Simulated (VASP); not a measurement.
The system is NaCl.

```
Na Cl
1.0
    -0.03859    3.08727    3.08727
     3.08727   -0.03859    3.08727
     3.04868    3.04868    0.00000
Na Cl
1 1
Direct
  0.99716 0.99716 0.00284
  0.25284 0.25284 0.24716
```

This cell differs from its parent crystal: shear xy strain -2.5%.

Base run:

| Quantity | Value |
| --- | --- |
| Program | VASP 6.6.1 |
| Functional | r2SCAN |
| Potentials or basis | VASP PAW PBE potentials, release 64 (Na_pv, Cl) |
| Cutoff | 550 eV |
| k mesh | 8 × 8 × 8 |
| Occupations | gaussian, width 0.01 eV |
| Spin | no spin polarisation |

Its results: band gap on the k mesh 5.53 eV; pressure -0.1 GPa.

Q: The run is repeated on the same cell with these changes: functional from r2SCAN to PBE; cutoff from 550 eV to 500 eV; k mesh from 8 × 8 × 8 to 4 × 4 × 4. What comes out?

A: Band gap on the k mesh 4.91 eV; pressure 0.7 GPa.

Several settings changed at once.

Caveats: some runs use coarse meshes; the PAW data sets were made with another functional, which shifts forces and pressure a little (at least some runs).

A k mesh can miss the band edges.
